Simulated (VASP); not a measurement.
Set up this calculation in VASP 6.6.1, as the native input.

| Item | Value |
| --- | --- |
| Task | single point |
| Functional | PBEsol |
| Potentials or basis | VASP PAW PBE potentials, release 64 (K_sv, I) |
| Cutoff | 520 eV |
| k mesh | 6 × 6 × 6 |
| Occupations | gaussian, width 0.05 eV |
| Spin | no spin polarisation |
| Dipole correction | no |
| Further INCAR settings | ALGO = Normal; EDIFF = 1e-07; NBANDS = 15 |

The structure of KI lies in POSCAR:

```
KI
1.0
    0.0000000000      3.5245500000      3.4540590000
    3.5245500000      0.0000000000      3.4540590000
    3.5245500000      3.5245500000      0.0000000000
K I
1 1
Direct
    0.0000000000      0.0000000000      0.0000000000
    0.5000000000      0.5000000000      0.5000000000
```

This cell differs from its parent crystal: strain -0.0200 x Voigt [0, 0, 1, 0, 0, 0].

The input as run:

INCAR

```
SYSTEM = KI
PREC = Accurate ; ENCUT = 520
EDIFF = 1E-7 ; ISMEAR = 0
SIGMA = 0.05 ; LREAL = .False.
LASPH = .True. ; NELM = 100
ALGO = Normal ; ISIF = 2
LWAVE = .False. ; LCHARG = .False.
GGA = PS ; NBANDS = 15
```

KPOINTS

```
Automatic mesh
0
Gamma
  6 6 6
  0 0 0
```

Potentials or basis: VASP PAW PBE potentials, release 64 (K_sv, I).

Command:

```bash
$ cat potpaw_PBE.64/K_sv/POTCAR potpaw_PBE.64/I/POTCAR > POTCAR
$ mpirun -np 1 vasp_std > vasp.out
```

Results of the run:

The pressure is 0.1 GPa and the band gap on the k mesh is 3.87 eV, direct.

Caveat: the cell differs from its parent crystal (strain -0.0200 x Voigt [0, 0, 1, 0, 0, 0]); the PAW data sets were made with another functional, which shifts forces and pressure a little; spin-orbit coupling is left out, which moves the levels of the heavy elements.

It took 49 s on 1 thread of Intel(R) Xeon(R) Platinum 8488C (Sapphire Rapids) (shared host), peak memory 0.24 GiB.
